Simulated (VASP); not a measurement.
Here is a VASP 6.6.1 calculation.

The input INCAR:

```
SYSTEM = Cd
AGGAC = 1.0 ; AGGAX = 1.0
ALDAC = 0.0 ; ALDAX = 1.0
ALGO = Normal ; EDIFF = 1E-6
EDIFFG = -0.01 ; ENCUT = 600
GGA = B5 ; IBRION = 2
ISIF = 3 ; ISMEAR = -1
LASPH = .TRUE. ; LCHARG = .FALSE.
LREAL = .FALSE. ; LWAVE = .FALSE.
NELM = 60 ; NSW = 80
PREC = Accurate ; SIGMA = 0.1
```

The input KPOINTS:

```
k-points
0
G
  7 7 10
  0 0 0
```

Contents of POSCAR:

```
Cd
1.0
    4.9594071630      0.0000000000      0.0000000000
   -2.4797035815      4.2949725909      0.0000000000
    0.0000000000      0.0000000000      3.0401165909
Cd
3
Direct
    0.0000000000      0.0000000000      0.0000000000
    0.3333333333      0.6666666667      0.5000000000
    0.6666666667      0.3333333333      0.5000000000
```

Potentials or basis: VASP PAW PBE potentials, release 64 (Cd).

Run with:

```bash
$ cat potpaw_PBE.64/Cd/POTCAR > POTCAR
$ mpirun -np 1 vasp_std > vasp.out
```

(1) What does it give for the relaxed cell?

(2) What does it give for the space group after relaxing (to 0.05 Å)?

## Answers

(1) a = 5.547 Å, b = 5.547 Å, c = 3.213 Å, α = 90.00°, β = 90.00°, γ = 120.00°.

(2) P6/mmm (No. 191).
